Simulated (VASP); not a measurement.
Write the native input for VASP 6.6.1 that does the following.

```yaml
Task: single point
Functional: PBE
Potentials_or_basis: VASP PAW PBE potentials, release 64 (Cd, Se)
Cutoff: 520 eV
k_mesh: 10 × 10 × 10
Occupations: gaussian, width 0.05 eV
Spin: no spin polarisation
Dipole_correction: no
Further_INCAR_settings: ALGO = Normal; EDIFF = 1e-07; NBANDS = 16
```

The structure of CdSe lies in POSCAR:

```
CdSe
1.0
    0.0000000000      3.0702711986      3.0702711986
    3.0702711986      0.0000000000      3.0702711986
    3.0702711986      3.0702711986      0.0000000000
Cd Se
1 1
Direct
    0.0073283429     -0.0073283429      0.0073283429
    0.7500000000      0.7500000000      0.7500000000
```

This cell differs from its parent crystal: one atom moved.

The input as run:

INCAR

```
SYSTEM = CdSe
PREC = Accurate
ENCUT = 520
EDIFF = 1E-7
ISMEAR = 0
SIGMA = 0.05
LREAL = .FALSE.
LASPH = .TRUE.
NELM = 80
ALGO = Normal
ISIF = 2
LWAVE = .FALSE.
LCHARG = .TRUE.
GGA = PE
LELF = .TRUE.
LVHAR = .TRUE.
NBANDS = 16
```

KPOINTS

```
regular mesh
0
G
  10 10 10
  0 0 0
```

Potentials or basis: VASP PAW PBE potentials, release 64 (Cd, Se).

Launch:

```bash
$ cat potpaw_PBE.64/Cd/POTCAR potpaw_PBE.64/Se/POTCAR > POTCAR
$ mpirun -np 1 vasp_std > vasp.out
```

Results of the run:

```
Pressure               : 1.6 GPa
Largest force          : 0.208 eV/Å
Band gap on the k mesh : 0.53 eV, direct
```

Caveat: the cell differs from its parent crystal (one atom moved).

It took 100 s on 1 thread of Intel(R) Xeon(R) Platinum 8488C (Sapphire Rapids), with other jobs on the host, peak memory 0.3 GiB.
